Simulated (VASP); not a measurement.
Input of a VASP 6.6.1 run:

Contents of INCAR:

```
  ALGO = Normal
  EDIFF = 1E-7
  ENCUT = 520
  GGA = PS
  ISIF = 2
  ISMEAR = 0
  LASPH = T
  LCHARG = F
  LREAL = F
  LWAVE = F
  NBANDS = 17
  NELM = 80
  PREC = Accurate
  SIGMA = 0.15
```

Contents of KPOINTS:

```
k-points
0
Gamma
  18 18 10
```

POSCAR

```
Pt
1.0
    2.7251897179      0.0000000000      0.0000000000
   -1.3625948590      2.3600835258      0.0000000000
    0.0000000000      0.0000000000      4.6285000000
Pt
2
Direct
    0.6666666667      0.3333333333      0.7500000000
    0.3333333333      0.6666666667      0.2500000000
```

Potentials or basis: VASP PAW PBE potentials, release 64 (Pt).

Command:

```console
$ cat potpaw_PBE.64/Pt/POTCAR > POTCAR
$ mpirun -np 1 vasp_std > vasp.out
```

What does it give for the band gap on the k mesh?

Zero (bands 10 and 11 overlap by 1.38 eV).

Estimate the pressure.

4.4 GPa.

Stress tensor (GPa, compression positive):
```
3.48 0.00 0.00
0.00 3.48 0.00
0.00 0.00 6.13
```

Caveat: the cell stands under pressure; the PAW data sets were made with another functional, which shifts forces and pressure a little; spin-orbit coupling is left out, which moves the levels of the heavy elements.
